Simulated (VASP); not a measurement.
BiTe: single point with PBE

The system is BiTe, a slab with vacuum.

```xyz
6
Lattice="4.5979 0.0000 0.0000 0.0000 4.5979 0.0000 0.0000 0.0000 23.5024" Properties=species:S:1:pos:R:3 pbc="T T T"
Bi    2.2989    2.2989    8.5000
Bi    0.0000    0.0000   11.6714
Bi    2.2989    2.2989   14.8575
Te    0.0000    0.0000    8.5000
Te    2.2989    2.2989   11.6878
Te    0.0000    0.0000   14.8077
```

| Property | Result |
| --- | --- |
| Program | VASP 6.6.1 |
| Task | single point |
| Functional | PBE |
| Potentials or basis | VASP PAW PBE potentials, release 64 (Bi_d, Te) |
| Cutoff | 520 eV |
| k mesh | 6 × 6 × 1 |
| Occupations | gaussian, width 0.1 eV |
| Spin | no spin polarisation |
| Dipole correction | yes |
| Further INCAR settings | ALGO = Normal; EDIFF = 1e-07; NBANDS = 40 |

```
Largest force : 0.042 eV/Å
```

Forces in eV/Å, atoms in the order of the input:
```
Bi   0.000  0.000 -0.001
Bi   0.000  0.000 -0.025
Bi   0.000  0.000  0.001
Te   0.000  0.000  0.042
Te   0.000  0.000 -0.026
Te   0.000  0.000  0.010
```

Levels at points of the mesh, in eV from the Fermi level:
```tsv
k point	band 29	band 30	band 31	band 32	band 33	band 34
(0.00, 0.00, 0.00)	-2.54	-1.76	0.44	0.98	2.28	2.28
(0.50, 0.00, 0.00)	-1.55	-1.45	-0.57	-0.51	-0.39	-0.20
(0.50, 0.50, 0.00)	-3.15	-1.35	-0.11	2.09	2.20	3.02
```

Wall time 6.2 min on 1 thread of Intel(R) Xeon(R) Platinum 8259CL CPU @ 2.50GHz (Skylake/Cascade Lake), with other jobs on the host, peak memory 0.6 GiB.

Caveat: spin-orbit coupling is left out, which moves the levels of the heavy elements.
